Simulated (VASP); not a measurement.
**Os: single point with PBE**

The system is Os.

```
Os
1.0
     2.73410    0.00000    0.00000
    -1.36705    2.36780    0.00000
     0.00000    0.00000    4.36290
Os
2
Direct
  0.33333 0.66667 0.25000
  0.66667 0.33333 0.75000
```

This cell differs from its parent crystal: zz strain of +1 %.

```json
{"Program": "VASP 6.6.1", "Task": "single point", "Functional": "PBE", "Potentials or basis": "VASP PAW PBE potentials, release 64 (Os)", "Cutoff": "600 eV", "k mesh": "15 × 15 × 9", "Occupations": "fermi-dirac, width 0.05 eV", "Spin": "no spin polarisation"}
```

| Property | Result |
| --- | --- |
| Pressure | 4.3 GPa |
| Band gap on the k mesh | zero (bands 8 and 9 overlap by 3.83 eV) |

Stress tensor (GPa, compression positive):
```
6.16 0.00 0.00
0.00 6.16 0.00
0.00 0.00 0.65
```

Levels at points of the mesh, in eV from the Fermi level:
| k point | band 5 | band 6 | band 7 | band 8 | band 9 | band 10 | band 11 | band 12 |
| --- | --- | --- | --- | --- | --- | --- | --- | --- |
| (0.00, 0.00, 0.00) | -2.87 | -2.19 | -2.19 | -1.44 | -1.44 | -0.08 | 1.68 | 1.68 |

Wall time 85 s on 1 thread of Intel Xeon 8259CL, on a shared host, peak memory 0.2 GiB.

Caveat: the cell differs from its parent crystal (zz strain of +1 %); the cell stands under pressure; spin-orbit coupling is left out, which moves the levels of the heavy elements.
